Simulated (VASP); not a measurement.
# TiH2 (I4/mmm) in VASP: further runs, part 2 of 2

VASP 6.6.1. The steps go on from the part before.

## (4) Single point, PBEsol (uniaxial strain along c: -4.5 %, then relaxed in part)

The input, INCAR:

```
SYSTEM = TiH2
  PREC = Accurate
  ENCUT = 520
  EDIFF = 1E-7
  ISMEAR = 0
  SIGMA = 0.1
  LREAL = .False.
  LASPH = .True.
  NELM = 100
  ALGO = Normal
  ISIF = 2
  LWAVE = .False.
  LCHARG = .False.
  GGA = PS
  NBANDS = 23
```

The input, KPOINTS:

```
regular mesh
0
Gamma
  12 12 8
  0 0 0
```

The input, POSCAR:

```
TiH2
1.0
    3.2234391631      0.0000000000      0.0000000000
    0.0000000000      3.2234391631      0.0000000000
    0.0000000000      0.0000000000      3.9532427894
Ti H
2 4
Direct
    0.0000000000      0.0000000000      0.0000000000
    0.5000000000      0.5000000000      0.5000000000
    0.5000000000      0.0000000000      0.2500000000
    0.0000000000      0.5000000000      0.2500000000
    0.0000000000      0.5000000000      0.7500000000
    0.5000000000      0.0000000000      0.7500000000
```

Potentials or basis: VASP PAW PBE potentials, release 64 (Ti_sv, H).

Run with:

```bash
> cat potpaw_PBE.64/Ti_sv/POTCAR potpaw_PBE.64/H/POTCAR > POTCAR
> mpirun -np 1 vasp_std > vasp.out
```

OUTCAR:

```text
SYSTEM = TiH2
   PREC = Accurate
   ENCUT = 520
   EDIFF = 1E-7
   ISMEAR = 0
   LREAL = .False.
   LASPH = .True.
   NELM = 100
   ISIF = 2
   GGA = PS

 ion  position               nearest neighbor table
   1  0.000  0.000  0.000-   3 1.89   4 1.89   5 1.89   6 1.89   4 1.89   5 1.89   3 1.89   6 1.89

   2  0.500  0.500  0.500-   3 1.89   4 1.89   5 1.89   6 1.89   3 1.89   6 1.89   4 1.89   5 1.89

   3  0.500  0.000  0.250-   1 1.89   2 1.89   2 1.89   1 1.89
   4  0.000  0.500  0.250-   1 1.89   2 1.89   1 1.89   2 1.89
[... 850 lines left out ...]
  -------------------------------------------------------------------------------------
  Total        0.0022245      0.0022245      1.2818400      0.0000000      0.0000000      0.0000000
  in kB        0.0867676      0.0867676     49.9979218      0.0000000      0.0000000      0.0000000
  external PRESSURE =      16.7238190 kB  Pullay stress =       0.0000000 kB

 VOLUME and BASIS-vectors are now :
 -----------------------------------------------------------------------------
  energy-cutoff  :      520.00
  volume of cell :       41.08
      direct lattice vectors                 reciprocal lattice vectors
     3.223439163  0.000000000  0.000000000     0.310227663  0.000000000  0.000000000
     0.000000000  3.223439163  0.000000000     0.000000000  0.310227663  0.000000000
     0.000000000  0.000000000  3.953242789     0.000000000  0.000000000  0.252956890

 POSITION                                       TOTAL-FORCE (eV/Angst)
 -----------------------------------------------------------------------------------
      0.00000      0.00000      0.00000         0.000000      0.000000      0.000000
      1.61172      1.61172      1.97662        -0.000000     -0.000000     -0.000000
      1.61172      0.00000      0.98831         0.000000      0.000000      0.000000
      0.00000      1.61172      0.98831         0.000000      0.000000      0.000000
      0.00000      1.61172      2.96493         0.000000      0.000000      0.000000
      1.61172      0.00000      2.96493         0.000000      0.000000      0.000000
 -----------------------------------------------------------------------------------
    total drift:                                0.000000      0.000000     -0.000000

  FREE ENERGIE OF THE ION-ELECTRON SYSTEM (eV)
  ---------------------------------------------------
  free  energy   TOTEN  =       -33.2625371292 eV

  energy  without entropy=      -33.2570500063  energy(sigma->0) =      -33.25979357
```

It took 96 s on 1 thread of Intel Xeon Platinum 8259CL at 2.50GHz (Skylake/Cascade Lake), shared host; peak memory 0.22 GiB.

Results:

```
Free energy            : -33.2625 eV
Pressure               : 1.7 GPa
Band gap on the k mesh : zero (band 14 reaches 8.64 eV, above the bottom of band 15 at 7.81 eV)
```

Caveat: the cell differs from its parent crystal (uniaxial strain along c: -4.5 %, then relaxed in part); the PAW data sets were made with another functional, which shifts forces and pressure a little.

## (5) Single point, PBEsol (uniaxial strain along c: -4.5 %)

Edit INCAR of step 4 so:

```diff
@@ -3,3 +3,3 @@
   ENCUT = 520
-  EDIFF = 1E-7
+  EDIFF = 1E-6
   ISMEAR = 0
```

The input, KPOINTS:

```
Automatic mesh
0
Gamma
  12 12 8
  0 0 0
```

Edit POSCAR of step 4 so:

```diff
@@ -2,4 +2,4 @@
 1.0
-    3.2234391631      0.0000000000      0.0000000000
-    0.0000000000      3.2234391631      0.0000000000
+    3.2119513662      0.0000000000      0.0000000000
+    0.0000000000      3.2119513662      0.0000000000
     0.0000000000      0.0000000000      3.9532427894
```

Run with:

```bash
> cat potpaw_PBE.64/Ti_sv/POTCAR potpaw_PBE.64/H/POTCAR > POTCAR
> mpirun -np 1 vasp_std > vasp.out
```

Run time: 85 s. Hardware: 1 thread of Intel Xeon Platinum 8259CL at 2.50GHz (Skylake/Cascade Lake), shared host; peak memory 0.23 GiB.

It converged, with:

```
Free energy            : -33.2608 eV
Pressure               : 2.9 GPa
Band gap on the k mesh : zero (band 14 reaches 8.72 eV, above the bottom of band 15 at 7.88 eV)
```

Stress tensor (GPa, compression positive):
```
1.40 0.00 0.00
0.00 1.40 0.00
0.00 0.00 5.83
```

Levels at points of the mesh, in eV from the Fermi level:
```csv
k point,band 10,band 11,band 12,band 13,band 14,band 15,band 16,band 17,band 18,band 19
"(0.00, 0.00, 0.00)",-6.94,-3.73,-3.10,-0.42,-0.42,0.25,1.03,1.06,1.98,2.64
"(0.50, 0.00, 0.00)",-7.83,-4.30,-4.30,-1.02,-1.02,0.60,0.60,1.07,1.07,2.63
"(0.50, 0.50, 0.00)",-5.79,-5.55,-5.55,-3.27,-3.27,2.20,2.20,2.46,2.46,2.95
"(0.00, 0.00, 0.50)",-8.40,-4.91,-4.91,0.48,0.48,0.48,0.48,0.67,0.67,1.80
"(0.50, 0.00, 0.50)",-7.48,-5.11,-5.11,-0.70,-0.70,0.47,0.47,2.21,2.21,2.77
"(0.50, 0.50, 0.50)",-5.76,-5.76,-5.76,-2.05,-2.05,1.55,1.55,2.22,2.22,4.42
```

Caveat: the cell differs from its parent crystal (uniaxial strain along c: -4.5 %); the PAW data sets were made with another functional, which shifts forces and pressure a little.

## (6) Overview

```csv
task,cell,k mesh,cutoff (eV),gap on the mesh (eV),pressure (GPa)
single point,"a = 3.054 Å, angles 117.3, 117.3, 94.7°, 3 atoms",18 × 18 × 18,520,none,0.0
relaxation of cell and atoms,"relaxed from a = 3.077 Å, angles 117.3, 117.3, 94.7°, 3 atoms",18 × 18 × 18,600,none,0.0
single point,"a = 3.223, b = 3.223, c = 3.953 Å, 6 atoms",12 × 12 × 8,520,none,1.7
single point,"a = 3.212, b = 3.212, c = 3.953 Å, 6 atoms",12 × 12 × 8,520,none,2.9
```

Alike in all rows: level PBEsol; potentials or basis VASP PAW PBE potentials, release 64 (Ti_sv, H); no spin polarisation; smearing gaussian 0.1 eV.

Caveats: the PAW data sets were made with another functional, which shifts forces and pressure a little.

Total energies depend on the potentials used, so only differences within one code and one set of settings carry meaning.
